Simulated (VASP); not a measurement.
Input of a VASP 6.6.1 run:

The input INCAR:

```
PREC = Accurate
ENCUT = 600
EDIFF = 1E-7
ISMEAR = -1
SIGMA = 0.08
LREAL = False
LASPH = True
NELM = 120
ALGO = Normal
ISIF = 3
LWAVE = False
LCHARG = False
GGA = PE
IBRION = 2
NSW = 32
EDIFFG = -0.005
PSTRESS = -8.2
GGA_COMPAT = False
NELMIN = 4
```

KPOINTS

```
Automatic mesh
0
Gamma
  18 18 18
```

The input POSCAR:

```
F
1.0
   -1.3714102797      1.3714102797      1.3714102797
    1.3714102797     -1.3714102797      1.3714102797
    1.3714102797      1.3714102797     -1.3714102797
F
1
Direct
    0.0000000000      0.0000000000      0.0000000000
```

Potentials or basis: VASP PAW PBE potentials, release 64 (F).

Run with:

```sh
$ cat potpaw_PBE.64/F/POTCAR > POTCAR
$ mpirun -np 1 vasp_std > vasp.out
```

**Question.** What does it give for the relaxed volume?

**Answer.** 10.19 Å³/atom.

**Question.** Predict the relaxed cell.

**Answer.** a = 2.365 Å, b = 2.365 Å, c = 2.365 Å, α = 109.47°, β = 109.47°, γ = 109.47°.

**Question.** What does it give for the space group after relaxing (to 0.05 Å)?

**Answer.** Im-3m (No. 229).

Final structure:
```
CELL_PARAMETERS angstrom
-1.36566 1.36566 1.36566
1.36566 -1.36566 1.36566
1.36566 1.36566 -1.36566
ATOMIC_POSITIONS crystal
F 0.00000 0.00000 0.00000
```

Caveat: the cell is relaxed towards a set pressure, so the enthalpy falls and the energy may rise; an odd number of electrons without spin polarisation forces a metal; a magnetic or distorted state may lie lower.
